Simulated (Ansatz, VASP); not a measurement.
## Cd in VASP and in Ansatz

```
Cd
1.0
     3.13621    0.00000    0.00000
    -1.56810    2.71604    0.00000
     0.00000    0.00000    9.99672
Cd
4
Direct
  0.00000 0.00000 0.00000
  0.33333 0.66667 0.25000
  0.00000 0.00000 0.50000
  0.66667 0.33333 0.75000
```

Alike in both runs: task single point; functional revPBE; dispersion D3(BJ); k mesh 15 × 15 × 4; occupations gaussian, width 0.1 eV; no spin polarisation.

|  | VASP | Ansatz |
| --- | --- | --- |
| version | VASP 6.6.1 | Ansatz 0.2.0 |
| potentials or method | VASP PAW PBE potentials, release 64 (Cd), cutoff 520 eV | scalar-relativistic, plane waves, PAW |
| valence electrons in the cell | 48 | 80 |

|  | VASP | Ansatz | Ansatz less VASP |
| --- | --- | --- | --- |
| gap on the k mesh at the Fermi level (eV) | none | none | - |
| pressure (GPa) | -0.8 | -1.1 | -0.31 |

VASP's potentials were made for PBE, not for revPBE. A gap of «none» marks a metal or a gap that the smearing closes. VASP's potentials hold 48 valence electrons a cell and Ansatz's 80, so a difference there can come from the potentials and not from the codes.
